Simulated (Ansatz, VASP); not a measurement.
**Two plane-wave programs on CuI**

```
CELL_PARAMETERS angstrom
4.05615 0.00000 0.00000
0.00000 4.05615 0.00000
0.00000 0.00000 5.69730
ATOMIC_POSITIONS crystal
Cu 0.00000 0.00000 0.00000
Cu 0.50000 0.50000 0.00000
I 0.00000 0.50000 0.29130
I 0.50000 0.00000 0.70870
```

Alike in both runs: task single point; functional PBEsol; k mesh 6 × 6 × 4; no spin polarisation.

|  | VASP | Ansatz |
| --- | --- | --- |
| version | VASP 6.6.1 | Ansatz 0.2.0 |
| potentials or method | VASP PAW PBE potentials, release 64 (Cu, I), cutoff 520 eV | plane waves, PAW |
| occupations | gaussian, width 0.01 eV | fixed |
| valence electrons in the cell | 36 | 72 |

```csv
,VASP,Ansatz,Ansatz less VASP
pressure (GPa),1.1,1.0,-0.14
"traceless stress, the component that is largest in VASP (GPa)",0.83,0.84,+0.011
```

VASP's potentials were made for PBE, not for PBEsol. VASP's potentials hold 36 valence electrons a cell and Ansatz's 72, so a difference there can come from the potentials and not from the codes.

Neither program's run includes spin-orbit coupling.
